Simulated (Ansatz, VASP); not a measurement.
# One calculation of Li2YCo3, two programs

```
CELL_PARAMETERS angstrom
2.44058 4.22721 0.00000
-2.44058 4.22721 0.00000
0.00000 0.00000 4.10189
ATOMIC_POSITIONS crystal
Co 0.49998 0.50002 0.50000
Co 0.49998 0.00002 0.50000
Co 0.99998 0.50002 0.50000
Y 0.99998 0.00002 0.00000
Li 0.33332 0.33335 0.00000
Li 0.66665 0.66668 0.00000
```

Alike in both runs: functional r2SCAN; k mesh 4 × 4 × 6; occupations methfessel-paxton of order 1, width 0.1629 eV; collinear spin.

Ansatz relaxed the structure, and its values are those at the end. VASP's run is a single point on that final structure, the one shown.

|  | VASP | Ansatz |
| --- | --- | --- |
| version | VASP 6.6.1 | Ansatz 0.2.0 |
| potentials or method | VASP PAW PBE potentials, release 64 (Co, Y_sv, Li_sv), cutoff 520 eV | PAW plane waves |
| valence electrons in the cell | 44 | 68 |

|  | VASP | Ansatz | Ansatz less VASP |
| --- | --- | --- | --- |
| gap on the k mesh at the Fermi level (eV) | none | none | - |
| net moment per atom (μB) | 0.54 | 0.54 | +0.001 |
| size of the moment on the site where the two differ most (μB) | 0.52 | 0.30 | -0.219 |

VASP's potentials were made for PBE, not for r2SCAN. Site moments also hang on the region over which each program counts them. A gap of «none» marks a metal or a gap that the smearing closes. VASP's potentials hold 44 valence electrons a cell and Ansatz's 68, so a difference there can come from the potentials and not from the codes.

The k mesh is coarse, so the values compare programs but aren't converged. Noted on VASP's run: the cutoff is under 1.25 times that of the potentials, so the pressure is a little rough.
